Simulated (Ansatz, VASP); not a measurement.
**SiC in VASP and in Ansatz**

```
Si C
1.0
     0.00000    2.17900    2.17900
     2.17900    0.00000    2.17900
     2.17900    2.17900    0.00000
Si C
1 1
Direct
  0.00000 0.00000 0.00000
  0.75000 0.75000 0.75000
```

Alike in both runs: task single point; functional PBEsol; k mesh 10 × 10 × 10; occupations gaussian, width 0.02 eV; no spin polarisation.

|  | VASP | Ansatz |
| --- | --- | --- |
| version | VASP 6.6.1 | Ansatz 0.2.0 |
| potentials or method | VASP PAW PBE potentials, release 64 (Si, C), cutoff 520 eV | all-electron LAPW, scalar-relativistic |

Ansatz gave:

- gap on the k mesh at the Fermi level (eV): 1.24
- least direct gap on the mesh (eV): 4.45
- pressure (GPa): -0.2

Problem. Which values does VASP return?

Solution. gap on the k mesh at the Fermi level (eV): 1.23; least direct gap on the mesh (eV): 4.44; pressure (GPa): 0.2.

VASP's potentials were made for PBE, not for PBEsol. Ansatz ran all-electron here, and VASP with PAW potentials.
